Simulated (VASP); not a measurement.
## TaN: single point with PBEsol+D3(BJ)+U

TaN:

```
Ta N
1.0
     0.00000    2.19648    2.19648
     2.19648    0.00000    2.19648
     2.19648    2.19648    0.00000
Ta N
1 1
Direct
  0.50000 0.50000 0.50000
  0.00000 0.00000 0.00000
```

This cell differs from its parent crystal: volume scaled by 0.98.

```
Program                : VASP 6.6.1
Task                   : single point
Functional             : PBEsol
Dispersion             : D3(BJ)
Potentials or basis    : VASP PAW PBE potentials, release 64 (Ta_pv, N)
Cutoff                 : 520 eV
k mesh                 : 10 × 10 × 10
Occupations            : fermi-dirac, width 0.01 eV
Spin                   : no spin polarisation
Hubbard terms          : Ta d U = 8.0 eV
Dipole correction      : no
Further INCAR settings : ALGO = Normal; EDIFF = 1e-07; NBANDS = 15
```

```
Pressure                   : 15.7 GPa
Band gap on the k mesh     : zero (band 8 reaches 12.47 eV, above the bottom of band 9 at 8.47 eV)
Dispersion energy per atom : -0.468 eV
```

Levels at points of the mesh, in eV from the Fermi level:
```tsv
k point	band 4	band 5	band 6	band 7	band 8	band 9	band 10	band 11	band 12	band 13
(0.00, 0.00, 0.00)	-19.54	-4.37	-4.37	-4.37	-2.02	-2.02	-2.02	0.71	0.76	0.76
(0.50, 0.00, 0.00)	-16.37	-11.03	-7.61	-7.61	1.98	2.17	2.17	2.78	8.05	8.05
(0.50, 0.50, 0.00)	-17.83	-7.45	-5.56	-5.27	-5.27	2.93	3.91	3.91	4.63	6.23
```

Eigenvalues of the final occupation matrices:
```tsv
site	spin	trace	eigenvalues
site 1 d	1	1.11	0.18 0.18 0.25 0.25 0.25
site 1 d	2	1.11	0.18 0.18 0.25 0.25 0.25
```

Run time: 14 s on 1 thread of Intel Xeon 6975P-C, on a shared host, peak memory 0.16 GiB.

Caveat: the PAW data sets were made with another functional, which shifts forces and pressure a little; spin-orbit coupling is left out, which moves the levels of the heavy elements; U without spin polarisation on a metal has little footing; pairwise dispersion overbinds metals, which lowers pressure and volume.
